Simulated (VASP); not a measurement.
Here is a VASP 6.6.1 calculation.

INCAR

```
PREC     = Accurate       # precision mode
ENCUT    = 500            # plane-wave cutoff, eV
EDIFF    = 1E-6           # SCF threshold, eV
ISMEAR   = 0              # smearing method
SIGMA    = 0.1            # smearing width, eV
LREAL    = False          # projectors in reciprocal space
LASPH    = True           # aspherical terms in the spheres
NELM     = 120            # most SCF steps
ALGO     = Normal         # electronic algorithm
ISIF     = 2              # what is computed and relaxed
LWAVE    = False          # write WAVECAR
LCHARG   = True           # write CHGCAR
GGA      = PE             # functional
LELF     = True           # ELF
LVHAR    = True         
NBANDS   = 40             # bands
GGA_COMPAT= False
```

KPOINTS

```
regular mesh
0
Gamma
  6 6 10
```

POSCAR

```
ZnSe3
1.0
    7.6689607034      0.0000000000      0.0000000000
   -3.8344803517      6.6415147898      0.0000000000
    0.0000000000      0.0000000000      4.1154334252
Zn Se
2 6
Direct
    0.3333333333      0.6666666667      0.7500000000
    0.6666666667      0.3333333333      0.2500000000
    0.8483170817      0.6966341634      0.2500000000
    0.3033658366      0.1516829183      0.2500000000
    0.8483170817      0.1516829183      0.2500000000
    0.1516829183      0.3033658366      0.7500000000
    0.6966341634      0.8483170817      0.7500000000
    0.1516829183      0.8483170817      0.7500000000
```

Potentials or basis: VASP PAW PBE potentials, release 64 (Zn, Se).

Command:

```console
$ cat potpaw_PBE.64/Zn/POTCAR potpaw_PBE.64/Se/POTCAR > POTCAR
$ mpirun -np 1 vasp_std > vasp.out
```

Task: Predict the band gap on the k mesh.

Result: Zero (bands 30 and 31 overlap by 0.61 eV).

Task: Estimate the largest force.

Result: 0.027 eV/Å.

Task: Estimate the pressure.

Result: 0.1 GPa.

Stress tensor (GPa, compression positive):
```
0.15 0.00 0.00
0.00 0.15 0.00
0.00 0.00 0.00
```

Caveat: semilocal functionals underestimate gaps, and a narrow one can read as zero.
